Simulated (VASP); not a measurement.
# SnO: single point with PBE+D3(BJ)

The system is SnO, a slab with vacuum.

```
CELL_PARAMETERS angstrom
3.82015 0.00030 0.00000
-0.00031 3.82015 0.00000
0.00000 0.00000 22.22607
ATOMIC_POSITIONS crystal
Sn 0.99995 0.99995 0.20246
Sn 0.49995 0.49995 0.30878
Sn 0.49995 0.49995 0.47840
Sn 0.99995 0.99995 0.58472
O 0.99995 0.49995 0.25562
O 0.49995 0.99995 0.25562
O 0.49994 0.99994 0.53156
O 0.99994 0.49994 0.53156
```

```yaml
Program: VASP 6.6.1
Task: single point
Functional: PBE
Dispersion: D3(BJ)
Potentials_or_basis: VASP PAW PBE potentials, release 64 (Sn_d, O)
Cutoff: 520 eV
k_mesh: 7 × 7 × 1
Occupations: gaussian, width 0.05 eV
Spin: no spin polarisation
Dipole_correction: yes
Further_INCAR_settings: ALGO = Normal; EDIFF = 1e-06; NBANDS = 50
```

The largest force is 0.279 eV/Å, the band gap on the k mesh is 1.96 eV (least direct gap 2.16 eV) and the dispersion energy per atom is -0.159 eV.

Forces on the atoms (eV/Å):
```
Sn   0.000  0.000 -0.082
Sn   0.000  0.000 -0.279
Sn   0.000  0.000  0.279
Sn   0.000  0.000  0.082
O    0.000  0.000 -0.018
O    0.000  0.000 -0.018
O    0.000  0.000  0.018
O    0.000  0.000  0.018
```

Levels at points of the mesh, in eV from the valence-band top:
| k point | band 38 | band 39 | band 40 | band 41 | band 42 | band 43 |
| --- | --- | --- | --- | --- | --- | --- |
| (0.00, 0.00, 0.00) | -2.12 | -0.94 | -0.07 | 2.36 | 2.68 | 2.69 |

Run time: 3.8 min on 1 thread of Intel(R) Xeon(R) Platinum 8488C (Sapphire Rapids) (shared host), peak memory 0.39 GiB.

Caveat: spin-orbit coupling is left out, which moves the levels of the heavy elements.
